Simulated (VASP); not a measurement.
# GaSb3 (C2/m) in VASP: notebook

The runs below take GaSb3 through single point, with PBE+D3(BJ).

Everything below comes from runs of VASP 6.6.1. Logs are shortened: lines on timing, memory, paths and dates and some standing lists are left out, and cuts for length are marked.

## (1) The cell of the first run

It takes space group C2/m (No. 12, monoclinic). The conventional cell has a = 7.296 Å, b = 7.491 Å, c = 5.229 Å, α = 90.00°, β = 134.25°, γ = 90.00°. Within 4.2 Å of Ga (site symmetry 2/m) lie 14 Sb at 3.19 to 3.75 Å. Sb (site symmetry 2) has 4 Ga at 3.19 to 3.24 Å and 10 Sb at 3.19 to 3.84 Å within 4.2 Å. Sb (site symmetry 2/m) has 8 Sb at 3.19 to 3.24 Å and 6 Ga at 3.65 to 3.75 Å within 4.2 Å.

## (2) Single point, PBE+D3(BJ) (atoms displaced along a vibrational mode, the cell strained)

INCAR

```
PREC = Accurate ; ENCUT = 520
EDIFF = 1E-6 ; ISMEAR = 0
SIGMA = 0.15 ; LREAL = F
LASPH = T ; NELM = 80
ALGO = Normal ; ISIF = 2
LWAVE = F ; LCHARG = F
GGA = PE ; IVDW = 12
NBANDS = 22
```

KPOINTS

```
regular mesh
0
Gamma
  10 10 10
```

POSCAR

```
GaSb3
1.0
    0.0000000000      3.7455328410      3.6481278280
    3.7455328410      0.0000000000      3.6481278280
    3.7455328410      3.7455328410      0.0000000000
Ga Sb
1 3
Direct
    0.0000000000      0.0000000000      0.0000000000
    0.2561675470      0.2438324530      0.2438324530
    0.7438324530      0.7561675470      0.7561675470
    0.5000000000      0.5000000000      0.5000000000
```

Potentials or basis: VASP PAW PBE potentials, release 64 (Ga_d, Sb).

The run is started by

```console
cat potpaw_PBE.64/Ga_d/POTCAR potpaw_PBE.64/Sb/POTCAR > POTCAR
mpirun -np 1 vasp_std > vasp.out
```

OUTCAR:

```text
PREC = Accurate
   ENCUT = 520
   EDIFF = 1E-6
   ISMEAR = 0
   LREAL = F
   LASPH = T
   NELM = 80
   ISIF = 2
   GGA = PE
   IVDW = 12
 IVDW          = 12

 ion  position               nearest neighbor table
   1  0.000  0.000  0.000-   3 3.19   2 3.19   3 3.19   2 3.19   3 3.24   2 3.24   2 3.24   3 3.24

   2  0.256  0.244  0.244-   1 3.19   1 3.19   4 3.19   4 3.19   4 3.24   1 3.24   1 3.24   4 3.24
                             3 3.65   3 3.65   3 3.65   3 3.75   3 3.75
   3  0.744  0.756  0.756-   4 3.19   4 3.19   1 3.19   1 3.19   4 3.24   1 3.24   1 3.24   4 3.24
                             2 3.65   2 3.65   2 3.65   2 3.75   2 3.75
   4  0.500  0.500  0.500-   2 3.19   2 3.19   3 3.19   3 3.19   3 3.24   2 3.24   2 3.24   3 3.24

  LATTYP: Found a body centered tetragonal cell.
 ALAT       =     5.2969833421
 C/A-ratio  =     1.3774360206

  Lattice vectors:

 A1 = (   0.0000000000,  -3.7455328410,  -3.6481278280)
 A2 = (   0.0000000000,   3.7455328410,  -3.6481278280)
 A3 = (   3.7455328410,   0.0000000000,   3.6481278280)

Analysis of symmetry for initial positions (statically):
=====================================================================
 Subroutine PRICEL returns:
 Original cell was already a primitive cell.

 Routine SETGRP: Setting up the symmetry group for a
 body centered tetragonal supercell.

 Subroutine GETGRP returns: Found  4 space group operations
 (whereof  4 operations were pure point group operations)
 out of a pool of 16 trial point group operations.

The static configuration has the point symmetry C_2h.

Analysis of symmetry for dynamics (positions and initial velocities):
=====================================================================
 Subroutine PRICEL returns:
 Original cell was already a primitive cell.

 Routine SETGRP: Setting up the symmetry group for a
 body centered tetragonal supercell.

 Subroutine GETGRP returns: Found  4 space group operations
 (whereof  4 operations were pure point group operations)
 out of a pool of 16 trial point group operations.

The dynamic configuration has the point symmetry C_2h.

 Subroutine INISYM returns: Found  4 space group operations
 (whereof  4 operations are pure point group operations),
 and found     1 'primitive' translations

----------------------------------------------------------------------------------------

                                     Primitive cell

  volume of cell :     102.3593

  direct lattice vectors                    reciprocal lattice vectors
     0.000000000  3.745532841  3.648127828    -0.133492355  0.133492355  0.137056601
     3.745532841  0.000000000  3.648127828     0.133492355 -0.133492355  0.137056601
     3.745532841  3.745532841  0.000000000     0.133492355  0.133492355 -0.137056601

  length of vectors
     5.228561266  5.228561266  5.296983342     0.233291512  0.233291512  0.233291512

  position of ions in fractional coordinates (direct lattice)
     0.000000000  0.000000000  0.000000000
     0.256167547  0.243832453  0.243832453
     0.743832453  0.756167547  0.756167547
     0.500000000  0.500000000  0.500000000

  ion indices of the primitive-cell ions
   primitive index   ion index
                 1           1
                 2           2
                 3           3
                 4           4

----------------------------------------------------------------------------------------

 KPOINTS: regular mesh

Automatic generation of k-mesh.
 Grid dimensions read from file:
 generate k-points for:   10   10   10

 Generating k-lattice:

  Cartesian coordinates                     Fractional coordinates (reciprocal lattice)
    -0.013349236  0.013349236  0.013705660     0.100000000  0.000000000  0.000000000
     0.013349236 -0.013349236  0.013705660     0.000000000  0.100000000  0.000000000
     0.013349236  0.013349236 -0.013705660    -0.000000000 -0.000000000  0.100000000

  Length of vectors
     0.023329151  0.023329151  0.023329151

  Shift w.r.t. Gamma in fractional coordinates (k-lattice)
     0.000000000  0.000000000  0.000000000

 Subroutine IBZKPT returns following result:
 ===========================================

 Found    282 irreducible k-points:

 Following reciprocal coordinates:
            Coordinates               Weight
  0.000000  0.000000  0.000000      1.000000
  0.100000 -0.000000  0.000000      4.000000
 -0.000000 -0.000000 -0.100000      4.000000
  0.200000 -0.000000  0.000000      4.000000
 -0.000000 -0.000000 -0.200000      4.000000
  0.300000  0.000000  0.000000      4.000000
[... 16 lines left out ...]
 -0.300000  0.100000  0.000000      4.000000
  0.100000  0.100000  0.400000      4.000000
 [... further k-points ...]
   k-points           NKPTS =    282   k-points in BZ     NKDIM =    282   number of bands    NBANDS=     22
   number of dos      NEDOS =    301   number of ions     NIONS =      4
   total plane-waves  NPLWV =  64000
   dimension x,y,z NGX =    40 NGY =   40 NGZ =   40
   dimension x,y,z NGXF=    80 NGYF=   80 NGZF=   80
   ions per type =               1   3
   NGX,Y,Z   is equivalent  to a cutoff of  12.72, 12.72, 12.55 a.u.
   NGXF,Y,Z  is equivalent  to a cutoff of  25.44, 25.44, 25.11 a.u.
 SYSTEM =  unknown system
   PREC   = accura    normal or accurate (medium, high low for compatibility)
   ISTART =      0    job   : 0-new  1-cont  2-samecut
   ICHARG =      2    charge: 1-file 2-atom 10-const
   ISPIN  =      1    spin polarized calculation?
   LNONCOLLINEAR =      F non collinear calculations
   LSORBIT =      F    spin-orbit coupling
   LASPH  =      T    aspherical Exc in radial PAW
   ENCUT  =  520.0 eV  38.22 Ry    6.18 a.u.   9.72  9.72  9.85*2*pi/ulx,y,z
   NELM   =     80;   NELMIN=  2; NELMDL= -5     # of ELM steps
   EDIFF  = 0.1E-05   stopping-criterion for ELM
   LREAL  =      F    real-space projection
   EDIFFG = 0.1E-04   stopping-criterion for IOM
   NSW    =      0    number of steps for IOM
   IBRION =     -1    ionic relax: 0-MD 1-quasi-New 2-CG
   NFREE  =      0    steps in history (QN), initial steepest desc. (CG)
   ISIF   =      2    stress and relaxation
   ISYM   =      2    0-nonsym 1-usesym 2-fastsym
   POTIM  = 0.5000    time-step for ionic-motion
   TEBEG  =    0.0;   TEEND  =   0.0 temperature during run
   PSTRESS=    0.0 pullay stress
   NELECT =      28.0000    total number of electrons
   NUPDOWN=      -1.0000    fix difference up-down
   EMIN   =  10.00;   EMAX   =-10.00  energy-range for DOS
   EFERMI =   0.00;   METHOD = LEGACY
   ISMEAR =     0;   SIGMA  =   0.15  broadening in eV -4-tet -1-fermi 0-gaus
   EFERMI_NEDOS =   21; number of points for ismear=-14 and -15
   IALGO  =     38    algorithm
   IMIX   =      4    mixing-type and parameters
     AMIX     =   0.40;   BMIX     =  1.00
     AMIX_MAG =   1.60;   BMIX_MAG =  1.00
  volume/ion in A,a.u.               =      25.59       172.69
  Fermi-wavevector in a.u.,A,eV,Ry     =   1.062719  2.008248 15.366033  1.129372
  Thomas-Fermi vector in A             =   2.198179
   LORBIT       =      0    0 simple, 1 ext, 2 COOP (PROOUT), +10 PAW based schemes
   GGA     = PE    functional components
   LHFCALC =     F    Hartree Fock is set to
   AEXX    =    0.0000 exact exchange contribution
   IVDW    =    12    specifies the selected vdW correction
   LEPSILON=     F    determine dielectric tensor
   LRPA    =     F    only Hartree local field effects (RPA)
 non-spin polarized calculation
 Gauss-broadening in eV      SIGMA  =   0.15
  energy-cutoff  :      520.00
  volume of cell :      102.36
 maximum number of plane-waves:      2772
   NGX = 19   NGY = 19   NGZ = 19

 number of electron      28.0000010 magnetization

 Free energy of the ion-electron system (eV)
  ---------------------------------------------------
  ext. energy  EPLUGINS =         0.00000000
  ---------------------------------------------------
  free energy    TOTEN  =       -14.54895336 eV

  energy without entropy =      -14.52316434  energy(sigma->0) =      -14.53605885

 E-fermi :   7.6200     XC(G=0): -10.2538

 val. band max:        7.6188710997   @ k =  -0.1000   0.1000  -0.2000
 cond. band min:       7.6235391782   @ k =   0.5000  -0.2000  -0.3000
 fundamental gap:      0.0046680784
 Fermi energy:         7.6200172696

 k-point     1 :       0.0000    0.0000    0.0000
  band No.  band energies     occupation
      1      -7.1902      2.00000
      2      -7.1898      2.00000
      3      -7.1856      2.00000
      4      -7.1768      2.00000
      5      -7.1728      2.00000
      6      -4.9168      2.00000
[... 14 lines left out ...]
     21      14.4254      0.00000
     22      14.4302      0.00000

 k-point     2 :       0.1000   -0.0000    0.0000
  band No.  band energies     occupation
      1      -7.1900      2.00000
      2      -7.1898      2.00000
      3      -7.1858      2.00000
      4      -7.1769      2.00000
      5      -7.1728      2.00000
      6      -4.8397      2.00000
[... 14 lines left out ...]
     21      13.7694      0.00000
     22      14.2756      0.00000

 k-point     3 :      -0.0000   -0.0000   -0.1000
  band No.  band energies     occupation
      1      -7.1905      2.00000
      2      -7.1896      2.00000
      3      -7.1854      2.00000
      4      -7.1769      2.00000
      5      -7.1729      2.00000
      6      -4.8380      2.00000
[... 14 lines left out ...]
     21      13.7324      0.00000
     22      14.2751      0.00000
[... 476 lines left out ...]
 k-point    23 :      -0.3000    0.1000    0.0000
  band No.  band energies     occupation
      1      -7.1918      2.00000
      2      -7.1884      2.00000
      3      -7.1862      2.00000
      4      -7.1773      2.00000
      5      -7.1729      2.00000
      6      -4.0266      2.00000
[... 14 lines left out ...]
     21      13.0356      0.00000
     22      13.6819      0.00000

 k-point    24 :       0.1000    0.1000    0.4000
  band No.  band energies     occupation
      1      -7.1939      2.00000
      2      -7.1879      2.00000
      3      -7.1844      2.00000
      4      -7.1774      2.00000
      5      -7.1737      2.00000
      6      -4.0037      2.00000
[... 14 lines left out ...]
     21      13.0172      0.00000
     22      13.6663      0.00000

 [... further k-points ...]

------------------------ aborting loop because EDIFF is reached ----------------------------------------

 Edisp (eV)   -1.81860

 E8    (eV) :    -0.8402

  FORCE on cell =-STRESS in cart. coord.  units (eV):
  Direction    XX          YY          ZZ          XY          YZ          ZX
  --------------------------------------------------------------------------------------
  -------------------------------------------------------------------------------------
  Total      -1.93720    -1.95414    -1.55582     0.00000    -0.19305     0.00000
  in kB     -30.32199   -30.58714   -24.35238     0.00000    -3.02175     0.00000
  external pressure =      -28.42 kB  Pullay stress =        0.00 kB

 VOLUME and BASIS-vectors are now :
 -----------------------------------------------------------------------------
  energy-cutoff  :      520.00
  volume of cell :      102.36
      direct lattice vectors                 reciprocal lattice vectors
     0.000000000  3.745532841  3.648127828    -0.133492355  0.133492355  0.137056601
     3.745532841  0.000000000  3.648127828     0.133492355 -0.133492355  0.137056601
     3.745532841  3.745532841  0.000000000     0.133492355  0.133492355 -0.137056601

 POSITION                                       TOTAL-FORCE (eV/Angst)
 -----------------------------------------------------------------------------------
      0.00000      0.00000      0.00000        -0.000000      0.000000      0.000000
      1.82656      1.87277      1.82406         0.097598      0.000000      0.000000
      5.66450      5.61830      5.47219        -0.097598      0.000000     -0.000000
      3.74553      3.74553      3.64813         0.000000      0.000000     -0.000000
 -----------------------------------------------------------------------------------
    total drift:                               -0.000000     -0.000000     -0.000000

  FREE ENERGIE OF THE ION-ELECTRON SYSTEM (eV)
  ---------------------------------------------------
  free  energy   TOTEN  =       -16.3675533498 eV

  energy  without entropy=      -16.3417643385  energy(sigma->0) =      -16.35465884
```

Wall time 3.8 min (1 thread of Intel Xeon 6975P-C (Granite Rapids), shared host); peak memory 0.7 GiB.

What came out:

* Free energy: -16.3676 eV
* Pressure: -2.8 GPa
* Largest force: 0.098 eV/Å
* Band gap on the k mesh: zero (bands 14 and 15 overlap by 3.82 eV)
* Dispersion energy per atom: -0.455 eV

Forces on the atoms (eV/Å):
```
Ga   0.000  0.000  0.000
Sb   0.098  0.000  0.000
Sb  -0.098  0.000  0.000
Sb   0.000  0.000  0.000
```

Levels at points of the mesh, in eV from the Fermi level:
| k point | band 12 | band 13 | band 14 | band 15 | band 16 | band 17 |
| --- | --- | --- | --- | --- | --- | --- |
| (0.00, 0.00, 0.00) | -2.54 | -2.52 | -2.44 | -2.27 | -0.85 | -0.77 |
| (0.50, 0.00, 0.00) | -2.81 | -2.53 | -0.28 | -0.03 | 2.06 | 2.27 |
| (0.00, 0.00, 0.50) | -2.70 | -2.49 | -0.39 | 0.04 | 1.90 | 2.19 |
| (0.50, 0.50, 0.00) | 0.56 | 0.82 | 1.03 | 1.03 | 1.84 | 1.89 |
| (0.50, 0.00, 0.50) | 0.72 | 0.90 | 1.09 | 1.34 | 1.67 | 2.07 |
| (0.00, 0.50, 0.50) | 0.73 | 0.89 | 1.08 | 1.34 | 1.74 | 2.00 |

Caveat: the cell differs from its parent crystal (atoms displaced along a vibrational mode, the cell strained); spin-orbit coupling is left out, which moves the levels of the heavy elements.

## (3) Single point, PBE+D3(BJ) (atoms displaced along a vibrational mode, the cell strained)

INCAR

```
SYSTEM = GaSb3
PREC     = Accurate       ! precision mode
ENCUT    = 520            ! plane-wave cutoff, eV
EDIFF    = 1E-7           ! SCF threshold, eV
ISMEAR   = 0              ! smearing method
SIGMA    = 0.15           ! smearing width, eV
LREAL    = .FALSE.        ! projectors in reciprocal space
LASPH    = .TRUE.         ! aspherical terms in the spheres
NELM     = 100            ! most SCF steps
ALGO     = Normal         ! electronic algorithm
ISIF     = 2              ! what is computed and relaxed
LWAVE    = .FALSE.        ! write WAVECAR
LCHARG   = .FALSE.        ! write CHGCAR
GGA      = PE             ! functional
IVDW     = 12             ! dispersion correction
NBANDS   = 22             ! bands
```

KPOINTS

```
regular mesh
0
G
  10 10 10
  0 0 0
```

POSCAR

```
GaSb3
1.0
    0.0000000000      3.7940529411      3.6481278280
    3.7940529411      0.0000000000      3.6481278280
    3.7940529411      3.7940529411      0.0000000000
Ga Sb
1 3
Direct
    0.0000000000      0.0000000000      0.0000000000
    0.2561675470      0.2438324530      0.2438324530
    0.7438324530      0.7561675470      0.7561675470
    0.5000000000      0.5000000000      0.5000000000
```

Potentials or basis: VASP PAW PBE potentials, release 64 (Ga_d, Sb).

The run is started by

```console
cat potpaw_PBE.64/Ga_d/POTCAR potpaw_PBE.64/Sb/POTCAR > POTCAR
mpirun -np 1 vasp_std > vasp.out
```

Wall time 3.9 min (1 thread of Intel Xeon 6975P-C (Granite Rapids), shared host); peak memory 0.71 GiB.

Results (log left out):

* Free energy: -16.3078 eV
* Pressure: -3.9 GPa
* Largest force: 0.075 eV/Å
* Band gap on the k mesh: zero (bands 14 and 15 overlap by 3.70 eV)
* Dispersion energy per atom: -0.443 eV

Forces in eV/Å, atoms in the order of the input:
```
Ga   0.000  0.000  0.000
Sb   0.075  0.000  0.000
Sb  -0.075  0.000  0.000
Sb   0.000  0.000  0.000
```

Stress tensor (GPa, compression positive):
```
-4.10  0.00  0.00
 0.00 -4.13 -0.28
 0.00 -0.28 -3.56
```

Levels at points of the mesh, in eV from the Fermi level:
```csv
k point,band 12,band 13,band 14,band 15,band 16,band 17
"(0.00, 0.00, 0.00)",-2.44,-2.42,-2.39,-2.21,-0.82,-0.76
"(0.50, 0.00, 0.00)",-2.74,-2.42,-0.34,-0.09,1.97,2.27
"(0.00, 0.00, 0.50)",-2.61,-2.41,-0.45,-0.02,1.80,2.20
"(0.50, 0.50, 0.00)",0.40,0.62,0.96,0.97,1.78,1.83
"(0.50, 0.00, 0.50)",0.63,0.78,1.00,1.42,1.54,1.94
"(0.00, 0.50, 0.50)",0.64,0.77,0.99,1.42,1.60,1.88
```

Caveat: the cell differs from its parent crystal (atoms displaced along a vibrational mode, the cell strained); the cell stands under tension; spin-orbit coupling is left out, which moves the levels of the heavy elements.
